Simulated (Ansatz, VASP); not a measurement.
SrO in VASP and in Ansatz

```
Sr O
1.0
    -2.83772   -0.00429   -2.77801
    -2.84490   -5.61807    2.77615
    -2.82842    5.61213    2.77845
Sr O
4 4
Direct
  0.00014 0.74999 0.24989
  0.50025 0.25002 0.24988
  0.50031 0.74981 0.74991
  0.00038 0.24979 0.74986
  0.49958 0.87524 0.12515
  0.99972 0.37520 0.12508
  0.99979 0.87496 0.62512
  0.49985 0.37499 0.62511
```

Change from the starting cell: cell x4, atoms moved at random (sigma 0.05 Å) and cell strained at random (1.5 %), then relaxed without symmetry.

Alike in both runs: functional PBE; k mesh 4 × 2 × 2; occupations gaussian, width 0.1 eV; no spin polarisation.

Ansatz relaxed the structure, and its values are those at the end. VASP's run is a single point on that final structure, the one shown.

|  | VASP | Ansatz |
| --- | --- | --- |
| version | VASP 6.6.1 | Ansatz 0.2.0 |
| potentials or method | VASP PAW PBE potentials, release 64 (Sr_sv, O), cutoff 520 eV | scalar-relativistic, plane waves, PAW |
| valence electrons in the cell | 64 | 64 |

|  | VASP | Ansatz | Ansatz less VASP |
| --- | --- | --- | --- |
| gap on the k mesh at the Fermi level (eV) | 2.48 | 2.48 | -0.005 |
| least direct gap on the mesh (eV) | 2.48 | 2.48 | -0.005 |
| pressure (GPa) | 0.4 | -0.1 | -0.44 |

The functional is the same, so the differences come from potentials, cutoffs and numerics.

The k mesh is coarse, so the values compare programs but aren't converged.
